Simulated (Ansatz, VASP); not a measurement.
**Two plane-wave programs on Sb**

```
CELL_PARAMETERS angstrom
0.00000 4.75778 4.75778
4.75778 0.00000 4.75778
4.75778 4.75778 0.00000
ATOMIC_POSITIONS crystal
Sb 0.85659 0.43022 0.85659
Sb 0.85659 0.85659 0.85659
Sb 0.43022 0.85659 0.85659
Sb 0.85659 0.85659 0.43022
```

Alike in both runs: functional PBE; k mesh 6 × 6 × 6; occupations gaussian, width 0.02 eV; no spin polarisation.

Ansatz relaxed the structure, and its values are those at the end. VASP's run is a single point on that final structure, the one shown.

|  | VASP | Ansatz |
| --- | --- | --- |
| version | VASP 6.6.1 | Ansatz 0.2.0 |
| potentials or method | VASP PAW PBE potentials, release 64 (Sb), cutoff 520 eV | scalar-relativistic, plane waves, PAW |
| valence electrons in the cell | 20 | 60 |

|  | VASP | Ansatz | Ansatz less VASP |
| --- | --- | --- | --- |
| gap on the k mesh at the Fermi level (eV) | 1.51 | 1.51 | -0.001 |
| least direct gap on the mesh (eV) | 1.60 | 1.60 | -0.002 |
| pressure (GPa) | 0.1 | 0.0 | -0.09 |
| rms of the force components (eV/Å) | 0.030 | 0.006 | -0.0245 |

VASP's potentials hold 20 valence electrons a cell and Ansatz's 60, so a difference there can come from the potentials and not from the codes. Ansatz's warnings: xc potential rough in thin density.

Neither program's run includes spin-orbit coupling.
